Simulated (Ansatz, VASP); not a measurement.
# ReP: VASP beside Ansatz

```xyz
2
Lattice="0.0000 2.6310 2.6310 2.6310 0.0000 2.6310 2.6310 2.6310 0.0000" Properties=species:S:1:pos:R:3 pbc="T T T"
Re    0.0000    0.0000    0.0000
P     1.3155    1.3155    1.3155
```

Alike in both runs: task single point; functional PBEsol; k mesh 12 × 12 × 12; occupations gaussian, width 0.05 eV; no spin polarisation.

|  | VASP | Ansatz |
| --- | --- | --- |
| version | VASP 6.6.1 | Ansatz 0.2.0 |
| potentials or method | VASP PAW PBE potentials, release 64 (Re, P), cutoff 520 eV | scalar-relativistic, plane waves, PAW |
| valence electrons in the cell | 12 | 20 |

Ansatz gave:

```
gap on the k mesh at the Fermi level (eV) : none
pressure (GPa)                            : -0.3
```

**Question.** What did VASP give for the same quantities?

**Answer.** gap on the k mesh at the Fermi level (eV): none; pressure (GPa): 0.9.

VASP's potentials were made for PBE, not for PBEsol. A gap of «none» marks a metal or a gap that the smearing closes. With one functional, cell and mesh, what is left measures potentials, basis and numerics. VASP's potentials hold 12 valence electrons a cell and Ansatz's 20, so a difference there can come from the potentials and not from the codes.

Neither program's run includes spin-orbit coupling.
